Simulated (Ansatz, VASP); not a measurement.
## RbBr in VASP and in Ansatz

Contents of POSCAR:

```
RbBr
1.0
    4.6736921262      0.0000000000      0.0000000000
   -2.3368460631      4.0475361108      0.0000000000
    0.0000000000      0.0000000000      8.2384700730
Rb Br
2 2
Direct
    0.0000000000      0.0000000000      0.0000000000
    0.0000000000      0.0000000000      0.5000000000
    0.3333333333      0.6666666667      0.2500000000
    0.6666666667      0.3333333333      0.7500000000
```

File INCAR.step1:

```
PREC = Accurate
ENCUT = 520
ISMEAR = 0
SIGMA = 0.01
LREAL = F
LASPH = T
NELM = 80
NBANDS = 24
GGA = PE
ALGO = Normal
EDIFF = 1E-4
LWAVE = T
LCHARG = F
```

INCAR.step2

```
PREC = Accurate
ENCUT = 520
EDIFF = 1E-6
ISMEAR = 0
SIGMA = 0.01
LREAL = F
LASPH = T
NELM = 80
ALGO = Normal
ISIF = 2
LWAVE = F
LCHARG = F
METAGGA = R2SCAN
LMIXTAU = T
NBANDS = 24
ISTART = 1
```

KPOINTS

```
Automatic mesh
0
Gamma
  6 6 4
```

Input for Ansatz:

```yaml
crystal:
  lattice:
    - [4.6736921262, 0.0, 0.0]
    - [-2.3368460631, 4.0475361108, 0.0]
    - [0.0, 0.0, 8.238470073]
  atoms:
    - { symbol: Rb, position: [0.0, 0.0, 0.0] }
    - { symbol: Rb, position: [0.0, 0.0, 0.5] }
    - { symbol: Br, position: [0.3333333333, 0.6666666667, 0.25] }
    - { symbol: Br, position: [0.6666666667, 0.3333333333, 0.75] }
kpoints:
  mp_grid: { grid: [6, 6, 4] }
hamiltonian:
  xc: r2scan
scf:
  occupations: { method: fixed }
  n_extra_bands: 5
output:
  forces: true
  stress: true
  eigenvalues: true
```

Alike in both runs: task single point; functional r2SCAN; k mesh 6 × 6 × 4; no spin polarisation.

```csv
,VASP,Ansatz
version,VASP 6.6.1,Ansatz 0.2.0
potentials or method,"VASP PAW PBE potentials, release 64 (Rb_sv, Br)","plane waves, PAW"
plane-wave cutoff (eV),520,500
occupations,"gaussian, width 0.01 eV",fixed
valence electrons in the cell,32,32
```

```csv
,VASP,Ansatz,Ansatz less VASP
gap on the k mesh at the Fermi level (eV),5.00,5.00,0.000
pressure (GPa),1.1,1.0,-0.02
"traceless stress, the component that is largest in VASP (GPa)",0.08,0.08,-0.003
```

VASP's potentials were made for PBE, not for r2SCAN.
